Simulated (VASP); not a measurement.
# Mg16O17 (a cell with a defect) in VASP: single point with PBE

Aim: the single point of Mg16O17 (a cell with a defect) with PBE.

Everything below comes from runs of VASP 6.6.1. Logs are shortened: lines on timing, memory, paths and dates and some standing lists are left out, and cuts for length are marked.

## 1. The cell of the first run

The cell holds a defect, 33 atoms: a = 7.369 Å, b = 7.369 Å, c = 7.369 Å, α = 109.47°, β = 109.47°, γ = 109.47°.

## 2. Single point, PBE

INCAR reads:

```
  ALGO = Normal
  EDIFF = 1E-6
  ENCUT = 620
  GGA = PE
  GGA_COMPAT = False
  ISIF = 2
  ISMEAR = -1
  LASPH = True
  LCHARG = False
  LREAL = Auto
  LWAVE = False
  NBANDS = 153
  NELM = 120
  PREC = Accurate
  SIGMA = 0.01
```

KPOINTS reads:

```
k-points
0
Gamma
  1 1 1
```

POSCAR reads:

```
Mg16O17
1.0
   -4.2543812300      4.2543812300      4.2543812300
    4.2543812300     -4.2543812300      4.2543812300
    4.2543812300      4.2543812300     -4.2543812300
Mg O
16 17
Direct
   -0.0023750810     -0.0025491369     -0.0008486546
    0.0008632278      0.2528380608      0.7546914173
   -0.0009781681      0.5061853613      0.5079333241
    0.0008893185      0.7531314959      0.2547176526
    0.2550625911      0.0040256148      0.7576354411
    0.2316714104      0.2361759433      0.5021157918
    0.2316091217      0.5005208478      0.2378146069
    0.2552749604      0.7560352084      0.0058824065
    0.4974777495      0.0015256038      0.5034039933
    0.4957381311      0.2461032388      0.2477756325
    0.4974069989      0.5014347292      0.0030092508
    0.5048661330      0.7568931475      0.7585648360
    0.7476638383      0.0048909580      0.2507241223
    0.7476039001      0.2490003699      0.0065557125
    0.7654450375      0.4926408534      0.7766887407
    0.7648455378      0.7747683674      0.4939050796
    0.0014784759      0.0051939398      0.5040770641
   -0.0109851462      0.2473917929      0.2490930978
    0.0014293500      0.5022766848      0.0069722243
    0.0276030740      0.7665028881      0.7683872985
    0.2462037235     -0.0061724605      0.2519923444
    0.2460341336      0.2501037031     -0.0045624731
    0.2510902155      0.5022259136      0.7543235612
    0.2509449535      0.7525401056      0.5038890227
    0.5035518408      0.0041726397      0.0058735921
    0.4983342783      0.2522805179      0.7538951793
    0.4082945101      0.4324862772      0.4339406603
    0.4982603545      0.7520735277      0.2539800600
    0.7531893187      0.0158865641      0.7572638242
    0.7484503216      0.2512209043      0.5044899326
    0.7483555958      0.5028737164      0.2530726425
    0.7533205951      0.7557168308      0.0177770858
    0.6373037237      0.5987957736      0.6005976808
```

Potentials or basis: VASP PAW PBE potentials, release 64 (Mg_sv, O).

On the command line:

```sh
cat potpaw_PBE.64/Mg_sv/POTCAR potpaw_PBE.64/O/POTCAR > POTCAR
mpirun -np 1 vasp_gam > vasp.out
```

OUTCAR:

```text
EDIFF = 1E-6
   ENCUT = 620
   GGA = PE
   ISIF = 2
   ISMEAR = -1
   LASPH = True
   LREAL = Auto
   NELM = 120
   PREC = Accurate

 ion  position               nearest neighbor table
   1  0.998  0.997  0.999-  20 2.10
   2  0.001  0.253  0.755-  29 2.07  22 2.08  17 2.12  23 2.13
   3  0.999  0.506  0.508-  20 2.10
   4  0.001  0.753  0.255-  32 2.07  21 2.08  19 2.12  24 2.13
   5  0.255  0.004  0.758-  20 2.03  22 2.10  26 2.11  25 2.11
   6  0.232  0.236  0.502-  27 1.92  17 1.97  23 2.13
   7  0.232  0.501  0.238-  27 1.92  19 1.97  24 2.13
   8  0.255  0.756  0.006-  20 2.03  21 2.10  28 2.11  25 2.11
   9  0.497  0.002  0.503-  21 2.11  29 2.11  24 2.11  30 2.13  28 2.13
  10  0.496  0.246  0.248-  27 2.03  25 2.09
  11  0.497  0.501  0.003-  22 2.11  23 2.11  32 2.11  26 2.12  31 2.13
  12  0.505  0.757  0.759-  33 2.07  25 2.11
  13  0.748  0.005  0.251-  18 2.07  25 2.08  32 2.08  30 2.12
  14  0.748  0.249  0.007-  18 2.07  25 2.08  29 2.08  31 2.13
  15  0.765  0.493  0.777-  33 1.88  19 1.94  26 2.07  30 2.12
  16  0.765  0.775  0.494-  33 1.88  17 1.95  28 2.07  31 2.12
  17  0.001  0.005  0.504-  16 1.95   6 1.97   2 2.12
  18  0.989  0.247  0.249-  13 2.07  14 2.07
  19  0.001  0.502  0.007-  15 1.94   7 1.97   4 2.12
  20  0.028  0.767  0.768-   8 2.03   5 2.03   1 2.10   3 2.10
  21  0.246  0.994  0.252-   4 2.08   8 2.10   9 2.11
  22  0.246  0.250  0.995-   2 2.08   5 2.10  11 2.11
  23  0.251  0.502  0.754-  11 2.11   6 2.13   2 2.13
  24  0.251  0.753  0.504-   9 2.11   4 2.13   7 2.13
  25  0.504  0.004  0.006-  14 2.08  13 2.08  10 2.09  12 2.11   8 2.11   5 2.11
  26  0.498  0.252  0.754-  15 2.07   5 2.11  11 2.12
  27  0.408  0.432  0.434-  33 1.45   7 1.92   6 1.92  10 2.03
  28  0.498  0.752  0.254-  16 2.07   8 2.11   9 2.13
  29  0.753  0.016  0.757-   2 2.07  14 2.08   9 2.11
  30  0.748  0.251  0.504-  15 2.12  13 2.12   9 2.13
  31  0.748  0.503  0.253-  16 2.12  11 2.13  14 2.13
  32  0.753  0.756  0.018-   4 2.07  13 2.08  11 2.11
  33  0.637  0.599  0.601-  27 1.45  15 1.88  16 1.88  12 2.07

  LATTYP: Found a body centered cubic cell.
 ALAT       =     8.5087624600

  Lattice vectors:

 A1 = (  -4.2543812300,   4.2543812300,   4.2543812300)
 A2 = (   4.2543812300,  -4.2543812300,   4.2543812300)
 A3 = (   4.2543812300,   4.2543812300,  -4.2543812300)

Analysis of symmetry for initial positions (statically):
=====================================================================
 Subroutine PRICEL returns:
 Original cell was already a primitive cell.

 Routine SETGRP: Setting up the symmetry group for a
 body centered cubic supercell.

 Subroutine GETGRP returns: Found  1 space group operations
[... 162 lines left out ...]
   ISYM   =      2    0-nonsym 1-usesym 2-fastsym
   POTIM  = 0.5000    time-step for ionic-motion
   TEBEG  =    0.0;   TEEND  =   0.0 temperature during run
   PSTRESS=    0.0 pullay stress
   NELECT =     262.0000    total number of electrons
   NUPDOWN=      -1.0000    fix difference up-down
   EMIN   =  10.00;   EMAX   =-10.00  energy-range for DOS
   EFERMI =   0.00;   METHOD = LEGACY
   ISMEAR =    -1;   SIGMA  =   0.01  broadening in eV -4-tet -1-fermi 0-gaus
   EFERMI_NEDOS =   21; number of points for ismear=-14 and -15
   IALGO  =     38    algorithm
   IMIX   =      4    mixing-type and parameters
     AMIX     =   0.40;   BMIX     =  1.00
     AMIX_MAG =   1.60;   BMIX_MAG =  1.00
  volume/ion in A,a.u.               =       9.33        62.99
  Fermi-wavevector in a.u.,A,eV,Ry     =   1.551144  2.931238 32.736278  2.406049
  Thomas-Fermi vector in A             =   2.655706
   LORBIT       =      0    0 simple, 1 ext, 2 COOP (PROOUT), +10 PAW based schemes
   GGA     = PE    functional components
   LHFCALC =     F    Hartree Fock is set to
   AEXX    =    0.0000 exact exchange contribution
   IVDW    =     0    specifies the selected vdW correction
   LEPSILON=     F    determine dielectric tensor
   LRPA    =     F    only Hartree local field effects (RPA)
 non-spin polarized calculation
  energy-cutoff  :      620.00
  volume of cell :      308.01
 maximum number of plane-waves:      5417
 NGX is ok and might be reduce to    60
   NGX = 29   NGY = 29   NGZ = 29

 number of electron     261.9999996 magnetization

 Free energy of the ion-electron system (eV)
  ---------------------------------------------------
  ext. energy  EPLUGINS =         0.00000000
  ---------------------------------------------------
  free energy    TOTEN  =      -192.12787690 eV

  energy without entropy =     -192.12787690  energy(sigma->0) =     -192.12787690

 E-fermi :   3.5225     XC(G=0): -11.3561

 val. band max:        3.2791613239   @ k =   0.0000   0.0000   0.0000
 cond. band min:       7.6089321479   @ k =   0.0000   0.0000   0.0000
 fundamental gap:      4.3297708240
 Fermi energy:         3.5225129378

 k-point     1 :       0.0000    0.0000    0.0000
  band No.  band energies     occupation
      1     -69.7248      2.00000
      2     -69.6056      2.00000
      3     -69.4677      2.00000
      4     -69.4670      2.00000
      5     -69.4571      2.00000
      6     -69.4372      2.00000
[... 135 lines left out ...]
    142      12.1901      0.00000
    143      12.2046      0.00000
 [bands above 143 left out]

------------------------ aborting loop because EDIFF is reached ----------------------------------------

  FORCE on cell =-STRESS in cart. coord.  units (eV):
  Direction    XX          YY          ZZ          XY          YZ          ZX
  --------------------------------------------------------------------------------------
  -------------------------------------------------------------------------------------
  Total        7.6180274     14.6965692     14.5718859      2.6105063      1.2869573      2.6180537
  in kB       39.6263351     76.4464537     75.7978941     13.5789481      6.6943051     13.6182069
  external PRESSURE =      63.9568943 kB  Pullay stress =       0.0000000 kB

 VOLUME and BASIS-vectors are now :
 -----------------------------------------------------------------------------
  energy-cutoff  :      620.00
  volume of cell :      308.01
      direct lattice vectors                 reciprocal lattice vectors
    -4.254381230  4.254381230  4.254381230     0.000000000  0.117525904  0.117525904
     4.254381230 -4.254381230  4.254381230     0.117525904  0.000000000  0.117525904
     4.254381230  4.254381230 -4.254381230     0.117525904  0.117525904  0.000000000

 POSITION                                       TOTAL-FORCE (eV/Angst)
 -----------------------------------------------------------------------------------
      4.25003      4.25151      4.23704         0.036766      0.035997      0.037253
      4.28274      2.13875     -2.13140         0.004002      0.007170      0.023399
      0.06423      4.25766      4.24278        -0.025859      0.029564      0.032671
      4.28399     -2.11666      2.12423        -0.002688      0.023971      0.004375
      2.15526      4.29128     -2.12101        -0.008024      0.019410     -0.016347
      2.15536      2.11703     -0.14579         0.006631      0.048260     -0.052619
[... 25 lines left out ...]
      0.08583      0.06544      6.34439         0.002250      0.031495      0.038152
      2.39134      2.71900      2.70367         0.282506     -0.360852     -0.350380
 -----------------------------------------------------------------------------------
    total drift:                                0.022598      0.006563     -0.014177

  FREE ENERGIE OF THE ION-ELECTRON SYSTEM (eV)
  ---------------------------------------------------
  free  energy   TOTEN  =      -192.1278768959 eV

  energy  without entropy=     -192.1278768959  energy(sigma->0) =     -192.12787690
```

It took 5.7 min on 1 thread of AMD EPYC, shared host; peak memory 0.42 GiB.

What came out:

- Free energy: -192.1279 eV
- Pressure: 6.4 GPa
- Largest force: 0.577 eV/Å
- Band gap on the k mesh: 4.33 eV

Forces on the atoms (eV/Å):
```
Mg   0.037  0.036  0.037
Mg   0.004  0.007  0.023
Mg  -0.026  0.030  0.033
Mg  -0.003  0.024  0.004
Mg  -0.008  0.019 -0.016
Mg   0.007  0.048 -0.053
Mg   0.005 -0.056  0.047
Mg  -0.009 -0.015  0.016
Mg  -0.002  0.031  0.042
Mg  -0.109  0.000 -0.002
Mg   0.007  0.041  0.037
Mg   0.094  0.035  0.032
Mg   0.005  0.050 -0.017
Mg   0.007 -0.015  0.053
Mg   0.007 -0.003  0.186
Mg   0.011  0.206  0.002
O   -0.002  0.018  0.013
O   -0.003  0.012  0.012
O   -0.005  0.009  0.025
O   -0.001 -0.110 -0.111
O   -0.032  0.021 -0.006
O   -0.033 -0.004  0.025
O   -0.014  0.019  0.046
O   -0.010  0.050  0.020
O   -0.003  0.007  0.007
O    0.001  0.009  0.064
O   -0.288 -0.268 -0.291
O    0.003  0.054  0.014
O    0.008  0.037  0.035
O    0.038 -0.011  0.048
O    0.028  0.048 -0.012
O    0.002  0.031  0.038
O    0.283 -0.361 -0.350
```

Levels at points of the mesh, in eV from the valence-band top:
```
           k point  band 128  band 129  band 130  band 131  band 132  band 133  band 134  band 135
(0.00, 0.00, 0.00)     -0.41     -0.40     -0.38      0.00      4.33      5.18      8.51      8.63
```

Caveat: the k points lie up to 1.04 Å⁻¹ apart.
